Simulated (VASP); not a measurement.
# HfO2: single point with PBE-based screened hybrid with 15 % exact exchange

The system is HfO2.

```
Hf O
1.0
     0.00000    2.55750    2.55750
     2.55750    0.00000    2.55750
     2.55750    2.55750    0.00000
Hf O
1 2
Direct
  0.00000 0.00000 0.00000
  0.75000 0.75000 0.75000
  0.25000 0.25000 0.25000
```

```yaml
Program: VASP 6.6.1
Task: single point
Functional: PBE-based screened hybrid with 15 % exact exchange
Potentials_or_basis: VASP PAW PBE potentials, release 64 (Hf_pv, O)
Cutoff: 520 eV
k_mesh: 5 × 5 × 5
Occupations: fermi-dirac, width 0.05 eV
Spin: no spin polarisation
```

```json
{"Pressure": "-10.4 GPa", "Band gap on the k mesh": "4.94 eV (least direct gap 5.26 eV)"}
```

Levels at points of the mesh, in eV from the valence-band top:
| k point | band 7 | band 8 | band 9 | band 10 | band 11 | band 12 | band 13 | band 14 | band 15 | band 16 |
| --- | --- | --- | --- | --- | --- | --- | --- | --- | --- | --- |
| (0.00, 0.00, 0.00) | -5.25 | -5.25 | -0.43 | -0.43 | -0.43 | 4.94 | 4.94 | 6.75 | 11.43 | 11.43 |

Wall time 18 min on 1 thread of Intel(R) Xeon(R) Platinum 8488C (Sapphire Rapids), with other jobs on the host, peak memory 0.28 GiB.

Caveat: the k points lie up to 0.43 Å⁻¹ apart; the PAW data sets were made with another functional, which shifts forces and pressure a little; spin-orbit coupling is left out, which moves the levels of the heavy elements; an odd mesh through Γ misses points on the zone boundary, where band edges can lie.
